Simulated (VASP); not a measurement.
Here is a VASP 6.6.1 calculation.

The input INCAR:

```
PREC = Accurate
ENCUT = 520
EDIFF = 1E-6
ISMEAR = -1
SIGMA = 0.05
LREAL = False
LASPH = True
NELM = 60
ALGO = Normal
ISIF = 2
LWAVE = False
LCHARG = False
GGA = PE
NBANDS = 20
```

The input KPOINTS:

```
Automatic mesh
0
Gamma
  7 7 7
```

POSCAR

```
Be4CuSi
1.0
    0.0000000000      3.0995301956      3.0995301956
    3.0995301956      0.0000000000      3.0995301956
    3.0995301956      3.0995301956      0.0000000000
Be Si Cu
4 1 1
Direct
    0.3749810000      0.3749810000      0.3749810000
    0.8750560000      0.3749810000      0.3749810000
    0.3749810000      0.3749810000      0.8750560000
    0.3749810000      0.8750560000      0.3749810000
    0.0000000000      0.0000000000      0.0000000000
    0.7500000000      0.7500000000      0.7500000000
```

Potentials or basis: VASP PAW PBE potentials, release 64 (Be, Si, Cu).

Run with:

```console
$ cat potpaw_PBE.64/Be/POTCAR potpaw_PBE.64/Si/POTCAR potpaw_PBE.64/Cu/POTCAR > POTCAR
$ mpirun -np 1 vasp_std > vasp.out
```

**Question.** Estimate the pressure.

**Answer.** -5.2 GPa.

**Question.** Estimate the largest force.

**Answer.** 0.033 eV/Å.

Forces on the atoms (eV/Å):
```
Be   0.019  0.019  0.019
Be   0.019 -0.019 -0.019
Be  -0.019 -0.019  0.019
Be  -0.019  0.019 -0.019
Si   0.000  0.000  0.000
Cu   0.000  0.000  0.000
```
